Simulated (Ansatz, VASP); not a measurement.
C in VASP and in Ansatz

POSCAR

```
C
1.0
    2.5552893324      0.0000000000      0.0000000000
   -1.2776446662      2.2129454759      0.0000000000
    0.0000000000      0.0000000000      8.3454953252
C
8
Direct
    0.6666666667      0.3333333333      0.8437500000
    0.3333333333      0.6666666667      0.3437500000
    0.6666666667      0.3333333333      0.6562500000
    0.3333333333      0.6666666667      0.1562500000
    0.0000000000      0.0000000000      0.9062500000
    0.0000000000      0.0000000000      0.4062500000
    0.0000000000      0.0000000000      0.5937500000
    0.0000000000      0.0000000000      0.0937500000
```

The input INCAR.step1:

```
ALGO = Normal ; EDIFF = 1E-4
ENCUT = 520 ; GGA = PE
ISMEAR = -1 ; LASPH = T
LCHARG = F ; LREAL = F
LWAVE = T ; NBANDS = 26
NELM = 80 ; PREC = Accurate
SIGMA = 0.05
```

File INCAR.step2:

```
ALGO = Normal ; BPARAM = 11.95
CPARAM = 0.0093 ; EDIFF = 1E-7
ENCUT = 520 ; ISIF = 2
ISMEAR = -1 ; ISTART = 1
IVDW_NL = 2 ; LASPH = T
LCHARG = F ; LMIXTAU = T
LREAL = F ; LUSE_VDW = T
LWAVE = F ; METAGGA = R2SCAN
NBANDS = 26 ; NELM = 80
PREC = Accurate ; SIGMA = 0.05
```

KPOINTS

```
k-points
0
Gamma
  12 12 4
```

The input input.yaml:

```yaml
crystal:
  lattice:
    - [2.5552893324, 0.0, 0.0]
    - [-1.2776446662, 2.2129454759, 0.0]
    - [0.0, 0.0, 8.3454953252]
  atoms:
    - { symbol: C, position: [0.6666666667, 0.3333333333, 0.84375] }
    - { symbol: C, position: [0.3333333333, 0.6666666667, 0.34375] }
    - { symbol: C, position: [0.6666666667, 0.3333333333, 0.65625] }
    - { symbol: C, position: [0.3333333333, 0.6666666667, 0.15625] }
    - { symbol: C, position: [0.0, 0.0, 0.90625] }
    - { symbol: C, position: [0.0, 0.0, 0.40625] }
    - { symbol: C, position: [0.0, 0.0, 0.59375] }
    - { symbol: C, position: [0.0, 0.0, 0.09375] }
hamiltonian:
  xc: r2scan
  pseudopotentials: { kind: paw }
  dispersion: rvv10
kpoints:
  mp_grid: { grid: [12, 12, 4] }
scf:
  occupations: { method: fermi_dirac, width: 0.05 }
output:
  forces: true
  stress: true
  eigenvalues: true
```

Alike in both runs: task single point; functional r2SCAN; dispersion rVV10; k mesh 12 × 12 × 4; occupations fermi-dirac, width 0.05 eV; no spin polarisation.

|  | VASP | Ansatz |
| --- | --- | --- |
| version | VASP 6.6.1 | Ansatz 0.2.0 |
| potentials or method | VASP PAW PBE potentials, release 64 (C) | Ansatz PAW |
| plane-wave cutoff (eV) | 520 | 500 |
| valence electrons in the cell | 32 | 32 |

```csv
,VASP,Ansatz,Ansatz less VASP
gap on the k mesh at the Fermi level (eV),4.48,4.51,+0.022
least direct gap on the mesh (eV),5.31,5.35,+0.042
pressure (GPa),-18.1,-19.0,-0.95
"traceless stress, the component that is largest in VASP (GPa)",7.96,7.94,-0.026
rms of the force components (eV/Å),0.188,0.187,-0.0008
```

VASP's potentials were made for PBE, not for r2SCAN. Atom by atom the forces differ by 0.001 eV/Å (rms over components).
